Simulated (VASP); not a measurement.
Set up this calculation in VASP 6.6.1, as the native input.

```
Task                   : single point
Functional             : r2SCAN
Potentials or basis    : VASP PAW PBE potentials, release 64 (V_sv, B, Li_sv)
Cutoff                 : 520 eV
k mesh                 : 7 × 7 × 7
Occupations            : fermi-dirac, width 0.1 eV
Spin                   : no spin polarisation
Dipole correction      : no
Further INCAR settings : ALGO = Normal; EDIFF = 1e-06; NBANDS = 19
```

Crystal: LiVB2.

```
V B Li
1.0
     2.80774    0.00000    0.00000
    -1.40387    2.43158    0.00000
    -1.40387    0.81053    4.87317
V B Li
1 2 1
Direct
  0.50000 0.50000 0.50000
  0.24180 0.75820 0.72540
  0.75820 0.24180 0.27460
  0.00000 0.00000 0.00000
```

One way to write it, as run:

POSCAR

```
LiVB2
1.0
    2.8077404500      0.0000000000      0.0000000000
   -1.4038702300      2.4315809100      0.0000000000
   -1.4038702300      0.8105273100      4.8731668100
V B Li
1 2 1
Direct
    0.5000000000      0.5000000000      0.5000000000
    0.2418000000      0.7582000000      0.7254000000
    0.7582000000      0.2418000000      0.2746000000
    0.0000000000      0.0000000000      0.0000000000
```

INCAR.step1

```
SYSTEM = LiVB2
PREC     = Accurate       ! precision mode
ENCUT    = 520            ! plane-wave cutoff, eV
ISMEAR   = -1             ! smearing method
SIGMA    = 0.1            ! smearing width, eV
LREAL    = .False.        ! projectors in reciprocal space
LASPH    = .True.         ! aspherical terms in the spheres
NELM     = 100            ! most SCF steps
NBANDS   = 19             ! bands
GGA      = PE             ! functional
ALGO     = Normal         ! electronic algorithm
EDIFF    = 1E-4           ! SCF threshold, eV
LWAVE    = .True.         ! write WAVECAR
LCHARG   = .False.        ! write CHGCAR
```

INCAR.step2

```
SYSTEM = LiVB2
PREC     = Accurate       ! precision mode
ENCUT    = 520            ! plane-wave cutoff, eV
EDIFF    = 1E-6           ! SCF threshold, eV
ISMEAR   = -1             ! smearing method
SIGMA    = 0.1            ! smearing width, eV
LREAL    = .False.        ! projectors in reciprocal space
LASPH    = .True.         ! aspherical terms in the spheres
NELM     = 100            ! most SCF steps
ALGO     = Normal         ! electronic algorithm
ISIF     = 2              ! what is computed and relaxed
LWAVE    = .False.        ! write WAVECAR
LCHARG   = .False.        ! write CHGCAR
METAGGA  = R2SCAN         ! meta-GGA
LMIXTAU  = .True.       
NBANDS   = 19             ! bands
ISTART   = 1
```

KPOINTS

```
regular mesh
0
Gamma
  7 7 7
  0 0 0
```

Potentials or basis: VASP PAW PBE potentials, release 64 (V_sv, B, Li_sv).

Run with:

```console
$ cat potpaw_PBE.64/V_sv/POTCAR potpaw_PBE.64/B/POTCAR potpaw_PBE.64/Li_sv/POTCAR > POTCAR
$ cp INCAR.step1 INCAR
$ mpirun -np 1 vasp_std > vasp.out
$ cp INCAR.step2 INCAR
$ mpirun -np 1 vasp_std > vasp.out
```

It gave:

| Item | Value |
| --- | --- |
| Largest force | 1.760 eV/Å |
| Band gap on the k mesh | zero (band 11 reaches 9.23 eV, above the bottom of band 12 at 7.59 eV) |

Caveat: the k points lie up to 0.37 Å⁻¹ apart; the PAW data sets were made with another functional, which shifts forces and pressure a little.

Run time: 99 s on 1 thread of Intel(R) Xeon(R) Platinum 8488C (Sapphire Rapids), with other jobs on the host, peak memory 0.18 GiB.
